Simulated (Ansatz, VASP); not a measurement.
**Ca: VASP beside Ansatz**

INCAR

```
SYSTEM = Ca
PREC = Accurate
ENCUT = 520
EDIFF = 1E-6
ISMEAR = 0
SIGMA = 0.1
LREAL = .False.
LASPH = .True.
NELM = 100
ALGO = Fast
ISIF = 2
LWAVE = .False.
LCHARG = .False.
GGA = PS
NBANDS = 11
```

Contents of KPOINTS:

```
Automatic mesh
0
Gamma
  12 12 12
  0 0 0
```

POSCAR

```
Ca
1.0
   -2.2600924537      2.2914477746      2.3064945967
    2.2600924537     -2.2475254784      2.2623904986
    2.2600924537      2.2475254784     -2.2623904986
Ca
1
Direct
    0.5000000000      0.5000000000      0.0000000000
```

Input for Ansatz:

```yaml
crystal:
  lattice:
    - [-2.2600924537, 2.2914477746, 2.3064945967]
    - [2.2600924537, -2.2475254784, 2.2623904986]
    - [2.2600924537, 2.2475254784, -2.2623904986]
  atoms:
    - { symbol: Ca, position: [0.5, 0.5, 0.0] }
basis:
  ecutwfc: 420
kpoints:
  mp_grid: { grid: [12, 12, 12] }
hamiltonian:
  xc: pbesol
scf:
  occupations: { method: gaussian, width: 0.1 }
output:
  forces: true
  stress: true
  eigenvalues: true
```

Alike in both runs: task single point; functional PBEsol; k mesh 12 × 12 × 12; occupations gaussian, width 0.1 eV; no spin polarisation.

|  | VASP | Ansatz |
| --- | --- | --- |
| version | VASP 6.6.1 | Ansatz 0.2.0 |
| potentials or method | VASP PAW PBE potentials, release 64 (Ca_sv), cutoff 520 eV | scalar-relativistic, plane waves, PAW |
| valence electrons in the cell | 10 | 10 |

```csv
,VASP,Ansatz,Ansatz less VASP
gap on the k mesh at the Fermi level (eV),none,none,-
pressure (GPa),-2.0,-2.0,-0.02
"traceless stress, the component that is largest in VASP (GPa)",-0.19,-0.19,-0.001
```

VASP's potentials were made for PBE, not for PBEsol. A gap of «none» marks a metal or a gap that the smearing closes. The functional is the same, so the differences come from potentials, cutoffs and numerics.
